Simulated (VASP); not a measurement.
A run of VASP 6.6.1 is set up as follows.

Contents of INCAR:

```
PREC = Accurate
ENCUT = 520
EDIFF = 1E-7
ISMEAR = 0
SIGMA = 0.02
LREAL = F
LASPH = T
NELM = 100
ALGO = Normal
ISIF = 2
LWAVE = F
LCHARG = T
GGA = PE
LELF = T
LVHAR = T
NBANDS = 14
```

KPOINTS

```
Automatic mesh
0
Gamma
  9 9 9
```

File POSCAR:

```
Bi
1.0
   -1.9814305318      1.9814305318      1.9814305318
    1.9814305318     -1.9814305318      1.9814305318
    1.9814305318      1.9814305318     -1.9814305318
Bi
1
Direct
    0.0000000000      0.0000000000      0.0000000000
```

Potentials or basis: VASP PAW PBE potentials, release 64 (Bi_d).

Command:

```sh
$ cat potpaw_PBE.64/Bi_d/POTCAR > POTCAR
$ mpirun -np 1 vasp_std > vasp.out
```

Problem. What does it give for the pressure?

Solution. 0.8 GPa.
